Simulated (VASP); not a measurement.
# Be in VASP: further runs

Be is run at these levels: PBE, r2SCAN; tasks: single point.

Everything below comes from runs of VASP 6.6.1. Logs are shortened: lines on timing, memory, paths and dates and some standing lists are left out, and cuts for length are marked.

## Step 1: The cell of the first run

It takes space group Im-3m (No. 229, cubic). Conventional cell: a = 2.506 Å, b = 2.506 Å, c = 2.506 Å, α = 90.00°, β = 90.00°, γ = 90.00°. Within 2.9 Å of Be (site symmetry m-3m) lie 14 Be at 2.17 to 2.51 Å.

This isn't the form of Be at room conditions, which is hcp.

## Step 2: Single point, PBE

INCAR reads:

```
ALGO = Fast ; EDIFF = 1E-6
ENCUT = 520 ; GGA = PE
ISIF = 2 ; ISMEAR = -1
LASPH = True ; LCHARG = False
LREAL = False ; LWAVE = False
NBANDS = 7 ; NELM = 100
PREC = Accurate ; SIGMA = 0.1
```

KPOINTS reads:

```
k-points
0
Gamma
  12 12 12
```

POSCAR reads:

```
Be
1.0
   -1.2531209513      1.2531209513      1.2531209513
    1.2531209513     -1.2531209513      1.2531209513
    1.2531209513      1.2531209513     -1.2531209513
Be
1
Direct
    0.0000000000      0.0000000000      0.0000000000
```

Potentials or basis: VASP PAW PBE potentials, release 64 (Be).

Run with:

```console
$ cat potpaw_PBE.64/Be/POTCAR > POTCAR
$ mpirun -np 1 vasp_std > vasp.out
```

OUTCAR:

```text
EDIFF = 1E-6
   ENCUT = 520
   GGA = PE
   ISIF = 2
   ISMEAR = -1
   LASPH = True
   LREAL = False
   NELM = 100
   PREC = Accurate

 ion  position               nearest neighbor table
   1  0.000  0.000  0.000-

  LATTYP: Found a body centered cubic cell.
 ALAT       =     2.5062419026

  Lattice vectors:

 A1 = (  -1.2531209513,   1.2531209513,   1.2531209513)
 A2 = (   1.2531209513,  -1.2531209513,   1.2531209513)
 A3 = (   1.2531209513,   1.2531209513,  -1.2531209513)

Analysis of symmetry for initial positions (statically):
=====================================================================
 Subroutine PRICEL returns:
 Original cell was already a primitive cell.

 Routine SETGRP: Setting up the symmetry group for a
 body centered cubic supercell.

 Subroutine GETGRP returns: Found 48 space group operations
 (whereof 48 operations were pure point group operations)
 out of a pool of 48 trial point group operations.

The static configuration has the point symmetry O_h .

Analysis of symmetry for dynamics (positions and initial velocities):
=====================================================================
 Subroutine PRICEL returns:
 Original cell was already a primitive cell.

 Routine SETGRP: Setting up the symmetry group for a
 body centered cubic supercell.

 Subroutine GETGRP returns: Found 48 space group operations
 (whereof 48 operations were pure point group operations)
 out of a pool of 48 trial point group operations.

The dynamic configuration has the point symmetry O_h .

 Subroutine INISYM returns: Found 48 space group operations
 (whereof 48 operations are pure point group operations),
 and found     1 'primitive' translations

----------------------------------------------------------------------------------------

                                     Primitive cell

  volume of cell :       7.8712

  direct lattice vectors                    reciprocal lattice vectors
    -1.253120951  1.253120951  1.253120951     0.000000000  0.399003783  0.399003783
     1.253120951 -1.253120951  1.253120951     0.399003783  0.000000000  0.399003783
     1.253120951  1.253120951 -1.253120951     0.399003783  0.399003783  0.000000000

  length of vectors
     2.170469156  2.170469156  2.170469156     0.564276561  0.564276561  0.564276561

  position of ions in fractional coordinates (direct lattice)
     0.000000000  0.000000000  0.000000000

  ion indices of the primitive-cell ions
   primitive index   ion index
                 1           1
[... 67 lines left out ...]
   LNONCOLLINEAR =      F non collinear calculations
   LSORBIT =      F    spin-orbit coupling
   LASPH  =      T    aspherical Exc in radial PAW
   ENCUT  =  520.0 eV  38.22 Ry    6.18 a.u.   4.04  4.04  4.04*2*pi/ulx,y,z
   NELM   =    100;   NELMIN=  2; NELMDL= -5     # of ELM steps
   EDIFF  = 0.1E-05   stopping-criterion for ELM
   LREAL  =      F    real-space projection
   EDIFFG = 0.1E-04   stopping-criterion for IOM
   NSW    =      0    number of steps for IOM
   IBRION =     -1    ionic relax: 0-MD 1-quasi-New 2-CG
   NFREE  =      0    steps in history (QN), initial steepest desc. (CG)
   ISIF   =      2    stress and relaxation
   ISYM   =      2    0-nonsym 1-usesym 2-fastsym
   POTIM  = 0.5000    time-step for ionic-motion
   TEBEG  =    0.0;   TEEND  =   0.0 temperature during run
   PSTRESS=    0.0 pullay stress
   NELECT =       2.0000    total number of electrons
   NUPDOWN=      -1.0000    fix difference up-down
   EMIN   =  10.00;   EMAX   =-10.00  energy-range for DOS
   EFERMI =   0.00;   METHOD = LEGACY
   ISMEAR =    -1;   SIGMA  =   0.10  broadening in eV -4-tet -1-fermi 0-gaus
   EFERMI_NEDOS =   21; number of points for ismear=-14 and -15
   IALGO  =     68    algorithm
   IMIX   =      4    mixing-type and parameters
     AMIX     =   0.40;   BMIX     =  1.00
     AMIX_MAG =   1.60;   BMIX_MAG =  1.00
  volume/ion in A,a.u.               =       7.87        53.12
  Fermi-wavevector in a.u.,A,eV,Ry     =   1.036904  1.959464 14.628572  1.075170
  Thomas-Fermi vector in A             =   2.171317
   LORBIT       =      0    0 simple, 1 ext, 2 COOP (PROOUT), +10 PAW based schemes
   GGA     = PE    functional components
   LHFCALC =     F    Hartree Fock is set to
   AEXX    =    0.0000 exact exchange contribution
   IVDW    =     0    specifies the selected vdW correction
   LEPSILON=     F    determine dielectric tensor
   LRPA    =     F    only Hartree local field effects (RPA)
 non-spin polarized calculation
 RMM-DIIS sequential band-by-band and
  energy-cutoff  :      520.00
  volume of cell :        7.87
 maximum number of plane-waves:       236
   NGX =  7   NGY =  7   NGZ =  7

 number of electron       2.0000000 magnetization

 Free energy of the ion-electron system (eV)
  ---------------------------------------------------
  ext. energy  EPLUGINS =         0.00000000
  ---------------------------------------------------
  free energy    TOTEN  =        -3.66212110 eV

  energy without entropy =       -3.65408560  energy(sigma->0) =       -3.65810335

 E-fermi :   8.0850     XC(G=0): -10.6269

 val. band max:        7.8275030571   @ k =   0.3333   0.2500   0.0833
 cond. band min:       8.1281300178   @ k =  -0.3333  -0.4167   0.0833
 fundamental gap:      0.3006269607
 Fermi energy:         8.0849623676

 k-point     1 :       0.0000    0.0000    0.0000
  band No.  band energies     occupation
      1      -4.3150      2.00000
      2      27.2618      0.00000
      3      27.2618      0.00000
      4      27.2618      0.00000
      5      38.6200      0.00000
      6      38.6200      0.00000
      7      38.6200      0.00000
[... 221 lines left out ...]
 k-point    24 :       0.4167    0.0833    0.0833
  band No.  band energies     occupation
      1       3.3564      2.00000
      2       8.3497      0.13233
      3      18.5581      0.00000
      4      19.1779      0.00000
      5      33.7628      0.00000
      6      36.4626      0.00000
      7      45.3396      0.00000

 [... further k-points ...]
[... 5 lines left out ...]
  --------------------------------------------------------------------------------------
  -------------------------------------------------------------------------------------
  Total       -0.0139231     -0.0139231     -0.0139231     -0.0000000     -0.0000000      0.0000000
  in kB       -2.8340596     -2.8340596     -2.8340596     -0.0000000     -0.0000000      0.0000000
  external PRESSURE =      -2.8340596 kB  Pullay stress =       0.0000000 kB

 VOLUME and BASIS-vectors are now :
 -----------------------------------------------------------------------------
  energy-cutoff  :      520.00
  volume of cell :        7.87
      direct lattice vectors                 reciprocal lattice vectors
    -1.253120951  1.253120951  1.253120951     0.000000000  0.399003783  0.399003783
     1.253120951 -1.253120951  1.253120951     0.399003783  0.000000000  0.399003783
     1.253120951  1.253120951 -1.253120951     0.399003783  0.399003783  0.000000000

 POSITION                                       TOTAL-FORCE (eV/Angst)
 -----------------------------------------------------------------------------------
      0.00000      0.00000      0.00000         0.000000      0.000000     -0.000000
 -----------------------------------------------------------------------------------
    total drift:                               -0.000000     -0.000000     -0.000000

  FREE ENERGIE OF THE ION-ELECTRON SYSTEM (eV)
  ---------------------------------------------------
  free  energy   TOTEN  =        -3.6621210965 eV

  energy  without entropy=       -3.6540855987  energy(sigma->0) =       -3.65810335
```

Run time: 3.7 s. Hardware: 1 thread of Intel Xeon 8259CL, shared host; peak memory 0.11 GiB.

What came out:

```
Free energy            : -3.6621 eV
Pressure               : -0.3 GPa
Band gap on the k mesh : zero (bands 1 and 2 overlap by 5.32 eV)
```

## Step 3: Single point, r2SCAN

POSCAR reads:

```
Be
1.0
   -1.2608980000      1.2156830000      1.2637960000
    1.2607320000     -1.2308510000      1.2787980000
    1.2654110000      1.2353640000     -1.2789640000
Be
1
Direct
    0.0027900000     -0.0044980000     -0.0071800000
```

INCAR.step1 reads:

```
SYSTEM = Be
PREC     = Accurate       ! precision mode
ENCUT    = 520            ! plane-wave cutoff, eV
ISMEAR   = -1             ! smearing method
SIGMA    = 0.05           ! smearing width, eV
LREAL    = .False.        ! projectors in reciprocal space
LASPH    = .True.         ! aspherical terms in the spheres
NELM     = 60             ! most SCF steps
NBANDS   = 7              ! bands
GGA      = PE             ! functional
ALGO     = Normal         ! electronic algorithm
EDIFF    = 1E-4           ! SCF threshold, eV
LWAVE    = .True.         ! write WAVECAR
LCHARG   = .False.        ! write CHGCAR
```

INCAR.step2 reads:

```
SYSTEM = Be
PREC     = Accurate       ! precision mode
ENCUT    = 520            ! plane-wave cutoff, eV
EDIFF    = 1E-6           ! SCF threshold, eV
ISMEAR   = -1             ! smearing method
SIGMA    = 0.05           ! smearing width, eV
LREAL    = .False.        ! projectors in reciprocal space
LASPH    = .True.         ! aspherical terms in the spheres
NELM     = 60             ! most SCF steps
ALGO     = Normal         ! electronic algorithm
ISIF     = 2              ! what is computed and relaxed
LWAVE    = .False.        ! write WAVECAR
LCHARG   = .False.        ! write CHGCAR
METAGGA  = R2SCAN         ! meta-GGA
LMIXTAU  = .True.       
NBANDS   = 7              ! bands
ISTART   = 1
```

KPOINTS reads:

```
Automatic mesh
0
Gamma
  11 11 11
  0 0 0
```

Potentials or basis: VASP PAW PBE potentials, release 64 (Be).

Run with:

```console
$ cat potpaw_PBE.64/Be/POTCAR > POTCAR
$ cp INCAR.step1 INCAR
$ mpirun -np 1 vasp_std > vasp.out
$ cp INCAR.step2 INCAR
$ mpirun -np 1 vasp_std > vasp.out
```

OUTCAR:

```text
SYSTEM = Be
   PREC = Accurate
   ENCUT = 520
   EDIFF = 1E-6
   ISMEAR = -1
   LREAL = .False.
   LASPH = .True.
   NELM = 60
   ISIF = 2
   METAGGA = R2SCAN
   ISTART = 1

 ion  position               nearest neighbor table
   1  0.003  0.996  0.993-

  LATTYP: Found a triclinic cell.
 ALAT       =     5.6563529949
 B/A-ratio  =     0.6337026658
 C/A-ratio  =     0.3827252039
 COS(alpha) =     0.0009416186
 COS(beta)  =     0.2620485090
 COS(gamma) =     0.9484924465

  Lattice vectors:

 A1 = (   5.0524520000,   0.0241940000,  -2.5429260000)
 A2 = (   2.5263090000,   0.0196810000,  -2.5427600000)
 A3 = (   1.2652450000,   1.2201960000,   1.2636300000)

Analysis of symmetry for initial positions (statically):
=====================================================================
 Subroutine PRICEL returns:
 Original cell was already a primitive cell.

 Routine SETGRP: Setting up the symmetry group for a
 triclinic supercell.

 Subroutine GETGRP returns: Found  2 space group operations
 (whereof  1 operations were pure point group operations)
 out of a pool of  2 trial point group operations.

The static configuration has the point symmetry C_1 .
[... 156 lines left out ...]
  free energy    TOTEN  =        -4.23539248 eV

  energy without entropy =       -4.23330091  energy(sigma->0) =       -4.23434670

 E-fermi :   7.8196     XC(G=0): -11.2731

 val. band max:        7.8119264200   @ k =   0.3636   0.3636   0.2727
 cond. band min:       7.8210106305   @ k =   0.2727   0.2727   0.1818
 fundamental gap:      0.0090842105
 Fermi energy:         7.8196011979

 k-point     1 :       0.0000    0.0000    0.0000
  band No.  band energies     occupation
      1      -5.0937      2.00000
      2      28.8694      0.00000
      3      28.9813      0.00000
      4      29.3814      0.00000
      5      39.2272      0.00000
      6      40.5811      0.00000
      7      40.9698      0.00000
[... 221 lines left out ...]
 k-point    24 :      -0.4545    0.1818    0.0000
  band No.  band energies     occupation
      1       0.9977      2.00000
      2      13.0277      0.00000
      3      17.6657      0.00000
      4      22.5260      0.00000
      5      35.1667      0.00000
      6      36.0548      0.00000
      7      43.6864      0.00000

 [... further k-points ...]
[... 5 lines left out ...]
  --------------------------------------------------------------------------------------
  -------------------------------------------------------------------------------------
  Total       -0.0307315     -0.0525355      0.0083031     -0.0311435      0.0981311      0.0011171
  in kB       -6.2553936    -10.6936097      1.6900955     -6.3392625     19.9746105      0.2273839
  external PRESSURE =      -5.0863026 kB  Pullay stress =       0.0000000 kB

 VOLUME and BASIS-vectors are now :
 -----------------------------------------------------------------------------
  energy-cutoff  :      520.00
  volume of cell :        7.87
      direct lattice vectors                 reciprocal lattice vectors
    -1.260898000  1.215683000  1.263796000    -0.000707251  0.410439249  0.395747581
     1.260732000 -1.230851000  1.278798000     0.395883209  0.001705184  0.393335145
     1.265411000  1.235364000 -1.278964000     0.395132963  0.407276567  0.002455431

 POSITION                                       TOTAL-FORCE (eV/Angst)
 -----------------------------------------------------------------------------------
      2.50787      0.00457      0.00679         0.000000      0.000000      0.000000
 -----------------------------------------------------------------------------------
    total drift:                                0.000017     -0.000001     -0.000009

  FREE ENERGIE OF THE ION-ELECTRON SYSTEM (eV)
  ---------------------------------------------------
  free  energy   TOTEN  =        -4.2353924769 eV

  energy  without entropy=       -4.2333009140  energy(sigma->0) =       -4.23434670
```

OUTCAR.step1:

```text
SYSTEM = Be
   PREC = Accurate
   ENCUT = 520
   ISMEAR = -1
   LREAL = .False.
   LASPH = .True.
[... 463 lines left out ...]
 -----------------------------------------------------------------------------------
      2.50787      0.00457      0.00679         0.000000      0.000000      0.000000
 -----------------------------------------------------------------------------------
    total drift:                                0.000000     -0.000000     -0.000000

  FREE ENERGIE OF THE ION-ELECTRON SYSTEM (eV)
  ---------------------------------------------------
  free  energy   TOTEN  =        -3.6608888655 eV

  energy  without entropy=       -3.6588654852  energy(sigma->0) =       -3.65987718
```

Wall time 57 s (1 thread of Intel Xeon 8259CL, shared host); peak memory 0.14 GiB.

Results:

```yaml
Free_energy: -4.2354 eV
Pressure: -0.5 GPa
Band_gap_on_the_k_mesh: zero (bands 1 and 2 overlap by 4.53 eV)
```

Stress tensor (GPa, compression positive):
```
-0.63 -0.63  0.02
-0.63 -1.07  2.00
 0.02  2.00  0.17
```

Caveat: the PAW data sets were made with another functional, which shifts forces and pressure a little.

(Part 1 of 2 ends here.)

The gap in the log of VASP goes by the Fermi energy; the results here count the filled bands.